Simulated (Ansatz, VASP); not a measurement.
**Two plane-wave programs on Zn**

The input INCAR:

```
PREC     = Accurate       # precision mode
ENCUT    = 520            # plane-wave cutoff, eV
EDIFF    = 1E-8           # SCF threshold, eV
ISMEAR   = -1             # smearing method
SIGMA    = 0.03           # smearing width, eV
LREAL    = F              # projectors in reciprocal space
LASPH    = T              # aspherical terms in the spheres
NELM     = 60             # most SCF steps
ALGO     = Normal         # electronic algorithm
ISIF     = 2              # what is computed and relaxed
LWAVE    = F              # write WAVECAR
LCHARG   = F              # write CHGCAR
GGA      = PS             # functional
LEFG     = T            
NBANDS   = 19             # bands
```

KPOINTS

```
regular mesh
0
Gamma
  16 16 8
```

The input POSCAR:

```
Zn
1.0
    2.6824462367      0.0000000000      0.0000000000
   -1.3412231184      2.3230665853      0.0000000000
    0.0000000000      0.0000000000      4.9794605574
Zn
2
Direct
    0.3333333333      0.6666666667      0.2500000000
    0.6666666667      0.3333333333      0.7500000000
```

Input for Ansatz:

```yaml
crystal:
  lattice:
    - [2.6824462367, 0.0, 0.0]
    - [-1.3412231184, 2.3230665853, 0.0]
    - [0.0, 0.0, 4.9794605574]
  atoms:
    - { symbol: Zn, position: [0.3333333333, 0.6666666667, 0.25] }
    - { symbol: Zn, position: [0.6666666667, 0.3333333333, 0.75] }
kpoints:
  mp_grid: { grid: [16, 16, 8] }
scf:
  occupations: { method: fermi_dirac, width: 0.03 }
hamiltonian:
  xc: pbesol
  pseudopotentials: { kind: paw }
output:
  forces: true
  stress: true
  eigenvalues: true
  efg: { contact_densities: true }
  write_density: true
  write_potential: true
  elf: true
  volumetric_format: npy
```

Change from the starting cell: volume scaled by 1.02, PAW files.

Alike in both runs: task electric field gradients; functional PBEsol; k mesh 16 × 16 × 8; occupations fermi-dirac, width 0.03 eV; no spin polarisation.

```csv
,VASP,Ansatz
version,VASP 6.6.1,Ansatz 0.2.0
potentials or method,"VASP PAW PBE potentials, release 64 (Zn)","PAW with Ansatz's default frozen-core files, scalar-relativistic"
plane-wave cutoff (eV),520,420
valence electrons in the cell,24,24
```

|  | VASP | Ansatz | Ansatz less VASP |
| --- | --- | --- | --- |
| pressure (GPa) | -6.4 | -6.7 | -0.32 |
| traceless stress, the component that is largest in VASP (GPa) | 0.58 | 0.71 | +0.129 |
| size of Vzz on the site where it differs most (V/Å²) | 36.4 | 36.2 | -0.20 |

VASP's potentials were made for PBE, not for PBEsol.
